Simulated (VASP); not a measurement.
# W (Im-3m) in VASP: notebook, part 2 of 2

VASP 6.6.1.

### 5 Single point, PBE0

This run uses another cell than the first one, of 16.16 Å³/atom.

The input, POSCAR:

```
W
1.0
   -1.5928244114      1.5928244114      1.5928244114
    1.5928244114     -1.5928244114      1.5928244114
    1.5928244114      1.5928244114     -1.5928244114
W
1
Direct
    0.0000000000      0.0000000000      0.0000000000
```

The input, INCAR.step1:

```
SYSTEM = W
PREC = Accurate ; ENCUT = 520
EDIFF = 1E-5 ; ISMEAR = -1
SIGMA = 0.05 ; LREAL = .FALSE.
LASPH = .TRUE. ; NELM = 80
ALGO = Normal ; ISIF = 2
LWAVE = .TRUE. ; LCHARG = .FALSE.
GGA = PE ; NBANDS = 13
```

The input, INCAR.step2:

```
SYSTEM = W
PREC = Accurate ; ENCUT = 520
EDIFF = 1E-7 ; ISMEAR = -1
SIGMA = 0.05 ; LREAL = .FALSE.
LASPH = .TRUE. ; NELM = 80
ALGO = Normal ; ISIF = 2
LWAVE = .FALSE. ; LCHARG = .FALSE.
GGA = PE ; LHFCALC = .TRUE.
AEXX = 0.25 ; PRECFOCK = Normal
ISTART = 1 ; NBANDS = 13
```

The input, KPOINTS:

```
Automatic mesh
0
G
  8 8 8
  0 0 0
```

Potentials or basis: VASP PAW PBE potentials, release 64 (W_sv).

Run with:

```bash
> cat potpaw_PBE.64/W_sv/POTCAR > POTCAR
> cp INCAR.step1 INCAR
> mpirun -np 1 vasp_std > vasp.out
> cp INCAR.step2 INCAR
> mpirun -np 1 vasp_std > vasp.out
```

OUTCAR:

```text
SYSTEM = W
   PREC = Accurate
   ENCUT = 520
   EDIFF = 1E-7
   ISMEAR = -1
   LREAL = .FALSE.
   LASPH = .TRUE.
   NELM = 80
   ISIF = 2
   GGA = PE
   LHFCALC = .TRUE.
   AEXX = 0.25
   PRECFOCK = Normal
   ISTART = 1

 ion  position               nearest neighbor table
   1  0.000  0.000  0.000-

  LATTYP: Found a body centered cubic cell.
 ALAT       =     3.1856488228

  Lattice vectors:

 A1 = (  -1.5928244114,   1.5928244114,   1.5928244114)
 A2 = (   1.5928244114,  -1.5928244114,   1.5928244114)
 A3 = (   1.5928244114,   1.5928244114,  -1.5928244114)

Analysis of symmetry for initial positions (statically):
=====================================================================
 Subroutine PRICEL returns:
 Original cell was already a primitive cell.

 Routine SETGRP: Setting up the symmetry group for a
 body centered cubic supercell.

 Subroutine GETGRP returns: Found 48 space group operations
 (whereof 48 operations were pure point group operations)
 out of a pool of 48 trial point group operations.

The static configuration has the point symmetry O_h .

Analysis of symmetry for dynamics (positions and initial velocities):
=====================================================================
 Subroutine PRICEL returns:
 Original cell was already a primitive cell.

 Routine SETGRP: Setting up the symmetry group for a
 body centered cubic supercell.

 Subroutine GETGRP returns: Found 48 space group operations
 (whereof 48 operations were pure point group operations)
 out of a pool of 48 trial point group operations.

The dynamic configuration has the point symmetry O_h .

 Subroutine INISYM returns: Found 48 space group operations
 (whereof 48 operations are pure point group operations),
[... 118 lines left out ...]
   LORBIT       =      0    0 simple, 1 ext, 2 COOP (PROOUT), +10 PAW based schemes
   GGA     = PE    functional components
   LHFCALC =     T    Hartree Fock is set to
   PRECFOCK=normal    Normal, Fast or Accurate (Low or Medium for compatibility)
   ENCUT4O =  -1.0   cutoff for four orbital integrals eV
   NKREDX  =     1    reduce k-point grid by
   NKREDY  =     1    reduce k-point grid by
   NKREDZ  =     1    reduce k-point grid by
   AEXX    =    0.2500 exact exchange contribution
   HFSCREEN=    0.0000 screening length (either q_TF or 0.3 A-1)
   HFSCREENC=   0.0000 screening length for correlation (either q_TF or 0.3 A-1)
   ENCUTFOCK=  -1.0 apply spherical cutoff to Coloumb kernel
   IVDW    =     0    specifies the selected vdW correction
   LEPSILON=     F    determine dielectric tensor
   LRPA    =     F    only Hartree local field effects (RPA)
 non-spin polarized calculation
  energy-cutoff  :      520.00
  volume of cell :       16.16
 maximum number of plane-waves:       466
 NGX is ok and might be reduce to    24
  NGX = 16; NGY = 16; NGZ = 16

 number of electron      14.0000002 magnetization

 Free energy of the ion-electron system (eV)
  ---------------------------------------------------
  ext. energy  EPLUGINS =         0.00000000
  ---------------------------------------------------
  free energy    TOTEN  =       -16.21985619 eV

  energy without entropy =      -16.21985591  energy(sigma->0) =      -16.21985605

 E-fermi :  10.8064     XC(G=0): -10.6052

 val. band max:       10.1360438527   @ k =   0.1250   0.0000   0.0000
 cond. band min:      11.3915112387   @ k =   0.5000   0.0000   0.0000
 fundamental gap:      1.2554673860
 Fermi energy:        10.8064068627

 k-point     1 :       0.0000    0.0000    0.0000
  band No.  band energies     occupation
      1     -67.7577      2.00000
      2     -29.7824      2.00000
      3     -29.7824      2.00000
      4     -29.7824      2.00000
      5      -0.2326      2.00000
      6       9.1912      2.00000
      7       9.1912      2.00000
      8       9.1912      2.00000
      9      14.4439      0.00000
     10      14.4439      0.00000
     11      26.7801      0.00000
     12      26.7801      0.00000
     13      26.7801      0.00000
[... 354 lines left out ...]
  band No.  band energies     occupation
      1     -67.5745      2.00000
      2     -30.8192      2.00000
      3     -30.4175      2.00000
      4     -30.2890      2.00000
      5       5.5083      2.00000
      6       6.4974      2.00000
      7      10.0896      2.00000
      8      11.6700      0.00000
      9      15.4882      0.00000
     10      16.3346      0.00000
     11      25.9285      0.00000
     12      28.4410      0.00000
     13      29.6846      0.00000

 [... further k-points ...]
[... 5 lines left out ...]
  --------------------------------------------------------------------------------------
  -------------------------------------------------------------------------------------
  Total       -0.7259401     -0.7259401     -0.7259401     -0.0000000      0.0000000      0.0000000
  in kB      -71.9527908    -71.9527908    -71.9527908     -0.0000000      0.0000000      0.0000000
  external PRESSURE =     -71.9527908 kB  Pullay stress =       0.0000000 kB

 VOLUME and BASIS-vectors are now :
 -----------------------------------------------------------------------------
  energy-cutoff  :      520.00
  volume of cell :       16.16
      direct lattice vectors                 reciprocal lattice vectors
    -1.592824411  1.592824411  1.592824411     0.000000000  0.313907796  0.313907796
     1.592824411 -1.592824411  1.592824411     0.313907796  0.000000000  0.313907796
     1.592824411  1.592824411 -1.592824411     0.313907796  0.313907796  0.000000000

 POSITION                                       TOTAL-FORCE (eV/Angst)
 -----------------------------------------------------------------------------------
      0.00000      0.00000      0.00000        -0.000000     -0.000000     -0.000000
 -----------------------------------------------------------------------------------
    total drift:                               -0.000000     -0.000000     -0.000000

  FREE ENERGIE OF THE ION-ELECTRON SYSTEM (eV)
  ---------------------------------------------------
  free  energy   TOTEN  =       -16.2198561948 eV

  energy  without entropy=      -16.2198559079  energy(sigma->0) =      -16.21985605
```

OUTCAR.step1:

```text
SYSTEM = W
   PREC = Accurate
   ENCUT = 520
   EDIFF = 1E-5
   ISMEAR = -1
   LREAL = .FALSE.
[... 600 lines left out ...]

 POSITION                                       TOTAL-FORCE (eV/Angst)
 -----------------------------------------------------------------------------------
      0.00000      0.00000      0.00000        -0.000000      0.000000      0.000000
 -----------------------------------------------------------------------------------
    total drift:                               -0.000000      0.000000      0.000000

  FREE ENERGIE OF THE ION-ELECTRON SYSTEM (eV)
  ---------------------------------------------------
  free  energy   TOTEN  =       -12.9561107435 eV

  energy  without entropy=      -12.9557934041  energy(sigma->0) =      -12.95595207
```

OSZICAR.step1:

```text
N       E                     dE             d eps       ncg     rms          rms(c)
DAV:   1     0.902307616645E+02    0.90231E+02   -0.75442E+03   754   0.122E+03
DAV:   2    -0.116959887337E+02   -0.10193E+03   -0.97590E+02   879   0.319E+02
DAV:   3    -0.135701614544E+02   -0.18742E+01   -0.18694E+01   809   0.422E+01
DAV:   4    -0.135782484891E+02   -0.80870E-02   -0.80869E-02   839   0.310E+00
DAV:   5    -0.135783130182E+02   -0.64529E-04   -0.64529E-04   829   0.264E-01    0.202E+01
DAV:   6    -0.130894725621E+02    0.48884E+00   -0.41435E-01   779   0.858E+00    0.800E+00
DAV:   7    -0.129603586281E+02    0.12911E+00   -0.21901E-01   814   0.594E+00    0.701E-01
DAV:   8    -0.129561057095E+02    0.42529E-02   -0.40615E-03   779   0.814E-01    0.840E-02
DAV:   9    -0.129561180711E+02   -0.12362E-04   -0.68588E-05   834   0.100E-01    0.553E-02
DAV:  10    -0.129561107435E+02    0.73276E-05   -0.13311E-05   643   0.515E-02
   1 F= -.12956111E+02 E0= -.12955952E+02  d E =-.317339E-03
```

Run time: 52 min. Hardware: 1 thread of Oxide Virtual Turin-like, shared host; peak memory 0.13 GiB.

What came out:

```yaml
Free_energy: -16.2199 eV
Pressure: -7.2 GPa
Band_gap_on_the_k_mesh: zero (bands 7 and 8 overlap by 7.89 eV)
```

Caveat: the cell stands under tension; the PAW data sets were made with another functional, which shifts forces and pressure a little; spin-orbit coupling is left out, which moves the levels of the heavy elements.

### 6 Summary

| level | cell | k mesh | cutoff (eV) | smearing | grid for exact exchange (PRECFOCK) | share of exact exchange | gap on the mesh (eV) | pressure (GPa) |
| --- | --- | --- | --- | --- | --- | --- | --- | --- |
| BHLYP | a = 2.722 Å, angles 109.5°, 1 atom | 6 × 6 × 6 | 520 | fermi-dirac 0.05 eV | Normal | 0.5 | none | 7.3 |
| PBE | a = 2.741 Å, angles 109.5°, 1 atom | 12 × 12 × 12 | 500 | gaussian 0.018 eV | - | - | none | 6.7 |
| PBE | a = 2.741 Å, angles 109.5°, 1 atom | 12 × 12 × 12 | 500 | gaussian 0.019 eV | - | - | none | 6.7 |
| PBE0 | a = 2.759 Å, angles 109.5°, 1 atom | 8 × 8 × 8 | 520 | fermi-dirac 0.05 eV | Normal | 0.25 | none | -7.2 |

Alike in all rows: task single point; potentials or basis VASP PAW PBE potentials, release 64 (W_sv); no spin polarisation.

Caveats: some runs use coarse meshes; spin-orbit coupling is left out, which moves the levels of the heavy elements; the PAW data sets were made with another functional, which shifts forces and pressure a little (at least some runs); the cell stands under pressure (at least some runs); the cell stands under tension (at least some runs).

Total energies depend on the potentials used, so only differences within one code and one set of settings carry meaning.

The gap in the log of VASP goes by the Fermi energy; the results here count the filled bands.